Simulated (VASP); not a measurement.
## CuSn3O8: single point with PBEsol+U

The system is CuSn3O8.

```
CELL_PARAMETERS angstrom
4.73735 0.00000 0.00000
0.00000 4.73735 0.00000
0.00000 0.00000 6.37280
ATOMIC_POSITIONS crystal
Cu 0.00173 0.00172 0.00070
Sn 0.00177 0.00170 0.50070
Sn 0.50177 0.50170 0.24688
Sn 0.50171 0.50176 0.75452
O 0.30078 0.30084 0.00071
O 0.30910 0.30920 0.50070
O 0.19331 0.81028 0.24472
O 0.19326 0.81031 0.75666
O 0.70270 0.70259 0.00071
O 0.69434 0.69429 0.50070
O 0.81024 0.19314 0.24475
O 0.81020 0.19318 0.75666
```

```json
{
  "Program": "VASP 6.6.1",
  "Task": "single point",
  "Functional": "PBEsol",
  "Potentials or basis": "VASP PAW PBE potentials, release 64 (Cu, Sn_d, O)",
  "Cutoff": "520 eV",
  "k mesh": "4 × 4 × 3",
  "Occupations": "gaussian, width 0.05 eV",
  "Spin": "collinear spin",
  "Starting moments": "[3.0, 0.0, 0.0, 0.0, 0.0, 0.0, 0.0, 0.0, 0.0, 0.0, 0.0, 0.0] μB",
  "Hubbard terms": "Cu d U = 5.0 eV",
  "Dipole correction": "no",
  "Further INCAR settings": "ALGO = Fast; EDIFF = 1e-06; NBANDS = 66"
}
```

```
Pressure                                              : -2.6 GPa
Largest force                                         : 0.256 eV/Å
Net moment                                            : 2.96 μB per cell
Site moments                                          : Cu +0.95; Sn -0.01, +0.00 (each value once); O +0.29, +0.06, +0.25 (each value once) μB
Valence electrons inside the program's atomic spheres : Cu 9.76; Sn 12.34, 12.36 (each value once); O 4.96, 5.03 (each value once)
```

Forces in eV/Å, atoms in the order of the input:
```
Cu   0.000 -0.001  0.000
Sn  -0.001  0.001 -0.001
Sn   0.000  0.000  0.035
Sn   0.001 -0.001 -0.034
O   -0.181 -0.181  0.000
O   -0.022 -0.023  0.000
O   -0.087  0.086 -0.203
O   -0.086  0.085  0.204
O    0.181  0.181  0.000
O    0.023  0.023  0.000
O    0.086 -0.085 -0.204
O    0.086 -0.086  0.203
```

Stress tensor (GPa, compression positive):
```
-2.38  0.34  0.00
 0.34 -2.38  0.00
 0.00  0.00 -3.01
```

Levels at points of the mesh, in eV from the Fermi level:
Spin up:
```tsv
k point	band 49	band 50	band 51	band 52	band 53	band 54	band 55	band 56
(0.00, 0.00, 0.00)	-0.58	-0.51	-0.31	0.09	2.08	6.19	6.23	6.78
(0.50, 0.00, 0.00)	-0.48	-0.41	-0.09	-0.07	4.59	5.11	6.46	7.29
(0.00, 0.50, 0.00)	-0.48	-0.41	-0.09	-0.07	4.59	5.11	6.46	7.29
(0.50, 0.50, 0.00)	-0.69	-0.59	-0.55	-0.37	4.87	4.94	5.18	7.67
```
Spin down:
```
           k point  band 46  band 47  band 48  band 49  band 50  band 51  band 52  band 53
(0.00, 0.00, 0.00)    -0.79    -0.33    -0.09    -0.01     0.60     0.82     1.29     2.24
(0.50, 0.00, 0.00)    -0.59    -0.37    -0.17    -0.03     0.08     1.38     1.60     4.82
(0.00, 0.50, 0.00)    -0.59    -0.37    -0.17    -0.03     0.08     1.38     1.60     4.82
(0.50, 0.50, 0.00)    -0.28    -0.25    -0.18    -0.08     0.03     0.45     1.25     5.05
```

Eigenvalues of the final occupation matrices:
```tsv
site	spin	trace	eigenvalues
site 1 d	1	4.98	0.98 0.98 0.98 1.02 1.02
site 1 d	2	4.01	0.51 0.58 0.97 0.97 0.98
```

Wall time 23 min on 1 thread of Oxide Virtual Turin-like Processor, with other jobs on the host, peak memory 0.47 GiB.

Caveat: the PAW data sets were made with another functional, which shifts forces and pressure a little; spin-orbit coupling is left out, which moves the levels of the heavy elements; a cell with one magnetic atom can't hold antiferromagnetic order, which such compounds often take.
